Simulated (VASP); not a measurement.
Set up this calculation in VASP 6.6.1, as the native input.

* Task: single point
* Functional: PBE
* Potentials or basis: VASP PAW PBE potentials, release 64 (Ti_sv, Tl_d)
* Cutoff: 520 eV
* k mesh: 6 × 6 × 6
* Occupations: gaussian, width 0.1 eV
* Spin: no spin polarisation
* Dipole correction: no
* Further INCAR settings: ALGO = Normal; EDIFF = 1e-06; NBANDS = 26

The structure of Ti2Tl lies in POSCAR:

```
Ti2Tl
1.0
    1.7914821423      1.0343126971      5.4107343541
   -1.7914821423      1.0343126971      5.4107343541
    0.0000000000     -2.0686253942      5.4107343541
Ti Tl
2 1
Direct
    0.7500000000      0.7500000000      0.7500000000
    0.2500000000      0.2500000000      0.2500000000
    0.0000000000      0.0000000000      0.0000000000
```

One way to write it, as run:

INCAR

```
ALGO = Normal
EDIFF = 1E-6
ENCUT = 520
GGA = PE
ISIF = 2
ISMEAR = 0
LASPH = T
LCHARG = F
LREAL = F
LWAVE = F
NBANDS = 26
NELM = 100
PREC = Accurate
SIGMA = 0.1
```

KPOINTS

```
k-points
0
Gamma
  6 6 6
```

Potentials or basis: VASP PAW PBE potentials, release 64 (Ti_sv, Tl_d).

Run with:

```bash
$ cat potpaw_PBE.64/Ti_sv/POTCAR potpaw_PBE.64/Tl_d/POTCAR > POTCAR
$ mpirun -np 1 vasp_std > vasp.out
```

Results of the run:

```
Pressure               : 29.0 GPa
Largest force          : 4.883 eV/Å
Band gap on the k mesh : zero (an odd number of electrons rules out a gap without spin polarisation)
```

Caveat: the cell stands under pressure; spin-orbit coupling is left out, which moves the levels of the heavy elements; forces of over 1 eV/Å act on the atoms, so gaps and moduli don't describe the material at rest.

Wall time 70 s on 1 thread of Intel(R) Xeon(R) 6975P-C (Granite Rapids) (shared host), peak memory 0.31 GiB.
